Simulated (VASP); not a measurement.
Write the native input for VASP 6.6.1 that does the following.

```
Task                   : single point
Functional             : PBE
Potentials or basis    : VASP PAW PBE potentials, release 64 (Na_pv, H)
Cutoff                 : 520 eV
k mesh                 : 8 × 8 × 8
Occupations            : fermi-dirac, width 0.02 eV
Spin                   : no spin polarisation
Dipole correction      : no
Further INCAR settings : ALGO = Normal; EDIFF = 1e-07; NBANDS = 11
```

The structure of NaH lies in POSCAR:

```
NaH
1.0
    0.0825882941      2.5953691131      2.5953691131
    2.5953691131      0.0825882941      2.5953691131
    2.5953691131      2.5953691131      0.0825882941
Na H
1 1
Direct
    0.0032674252      0.0032674252      0.0032674252
    0.2467325748      0.2467325748      0.2467325748
```

This cell differs from its parent crystal: epitaxial 111 strain -3.2%.

One way to write it, as run:

INCAR

```
SYSTEM = NaH
PREC     = Accurate       ! precision mode
ENCUT    = 520            ! plane-wave cutoff, eV
EDIFF    = 1E-7           ! SCF threshold, eV
ISMEAR   = -1             ! smearing method
SIGMA    = 0.02           ! smearing width, eV
LREAL    = .FALSE.        ! projectors in reciprocal space
LASPH    = .TRUE.         ! aspherical terms in the spheres
NELM     = 100            ! most SCF steps
ALGO     = Normal         ! electronic algorithm
ISIF     = 2              ! what is computed and relaxed
LWAVE    = .FALSE.        ! write WAVECAR
LCHARG   = .FALSE.        ! write CHGCAR
GGA      = PE             ! functional
NBANDS   = 11             ! bands
```

KPOINTS

```
regular mesh
0
G
  8 8 8
  0 0 0
```

Potentials or basis: VASP PAW PBE potentials, release 64 (Na_pv, H).

The run is started by

```console
$ cat potpaw_PBE.64/Na_pv/POTCAR potpaw_PBE.64/H/POTCAR > POTCAR
$ mpirun -np 1 vasp_std > vasp.out
```

It gave:

```yaml
Pressure: 1.2 GPa
Band_gap_on_the_k_mesh: 3.41 eV (least direct gap 4.32 eV)
```

Caveat: the cell differs from its parent crystal (epitaxial 111 strain -3.2%); the structure was generated, so it needn't be the stable form of NaH.

Wall time 16 s on 1 thread of Intel(R) Xeon(R) Platinum 8375C CPU @ 2.90GHz (Ice Lake) (shared host), peak memory 0.16 GiB.
